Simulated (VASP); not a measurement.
The system is Cs.

```
Cs
1.0
    -2.35805    2.35805    2.35805
     2.35805   -2.35805    2.35805
     2.35805    2.35805   -2.35805
Cs
1
Direct
  0.00000 0.00000 0.00000
```

This cell differs from its parent crystal: volume scaled by 0.45.

Base run:

```yaml
Program: VASP 6.6.1
Functional: PBE
Potentials_or_basis: VASP PAW PBE potentials, release 64 (Cs_sv)
Cutoff: 520 eV
k_mesh: 9 × 9 × 9
Occupations: fermi-dirac, width 0.05 eV
Spin: no spin polarisation
```

Its results: pressure 4.6 GPa.

Q: The run is repeated on the same cell with these changes: functional from PBE to RPBE; further incar settings from ALGO = Normal; EDIFF = 1e-06; NBANDS = 10 to ALGO = Normal; EDIFF = 1e-07; NBANDS = 10. What comes out?

A: Pressure 5.5 GPa.

Caveats: the PAW data sets were made with another functional, which shifts forces and pressure a little (some runs).
